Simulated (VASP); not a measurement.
Here is a VASP 6.6.1 calculation.

Contents of POSCAR:

```
SiC
1.0
    0.0000000000      2.1740000000      2.1740000000
    2.1740000000      0.0000000000      2.1740000000
    2.1740000000      2.1740000000      0.0000000000
Si C
1 1
Direct
   -0.0203285068      0.0000000000      0.0000000000
    0.7500000000      0.7500000000      0.7500000000
```

Contents of INCAR.step1:

```
SYSTEM = SiC
ALGO     = Normal         ! electronic algorithm
EDIFF    = 1E-4           ! SCF threshold, eV
ENCUT    = 520            ! plane-wave cutoff, eV
GGA      = PE             ! functional
ISMEAR   = 0              ! smearing method
LASPH    = .TRUE.         ! aspherical terms in the spheres
LCHARG   = .FALSE.        ! write CHGCAR
LREAL    = .FALSE.        ! projectors in reciprocal space
LWAVE    = .TRUE.         ! write WAVECAR
NBANDS   = 11             ! bands
NELM     = 60             ! most SCF steps
PREC     = Accurate       ! precision mode
SIGMA    = 0.05           ! smearing width, eV
```

INCAR.step2

```
SYSTEM = SiC
ALGO     = Normal         ! electronic algorithm
EDIFF    = 1E-7           ! SCF threshold, eV
ENCUT    = 520            ! plane-wave cutoff, eV
ISIF     = 2              ! what is computed and relaxed
ISMEAR   = 0              ! smearing method
ISTART   = 1            
LASPH    = .TRUE.         ! aspherical terms in the spheres
LCHARG   = .FALSE.        ! write CHGCAR
LMIXTAU  = .TRUE.       
LREAL    = .FALSE.        ! projectors in reciprocal space
LWAVE    = .FALSE.        ! write WAVECAR
METAGGA  = R2SCAN         ! meta-GGA
NBANDS   = 11             ! bands
NELM     = 60             ! most SCF steps
PREC     = Accurate       ! precision mode
SIGMA    = 0.05           ! smearing width, eV
```

File KPOINTS:

```
k-points
0
G
  12 12 12
  0 0 0
```

Potentials or basis: VASP PAW PBE potentials, release 64 (Si, C).

The run is started by

```sh
$ cat potpaw_PBE.64/Si/POTCAR potpaw_PBE.64/C/POTCAR > POTCAR
$ cp INCAR.step1 INCAR
$ mpirun -np 1 vasp_std > vasp.out
$ cp INCAR.step2 INCAR
$ mpirun -np 1 vasp_std > vasp.out
```

**Question.** Estimate the band gap on the k mesh.

**Answer.** 1.41 eV, indirect (least direct gap 4.94 eV).

**Question.** Estimate the largest force.

**Answer.** 1.257 eV/Å.

**Question.** What does it give for the pressure?

**Answer.** 1.6 GPa.

Stress tensor (GPa, compression positive):
```
1.87 2.75 2.75
2.75 1.50 0.60
2.75 0.60 1.50
```

Caveat: the cell differs from its parent crystal (all Si atoms moved +0.062 Å, as atom 1 towards its neighbour atom 1 (Si) at 3.075 Å); the PAW data sets were made with another functional, which shifts forces and pressure a little. A k mesh can miss the band edges.
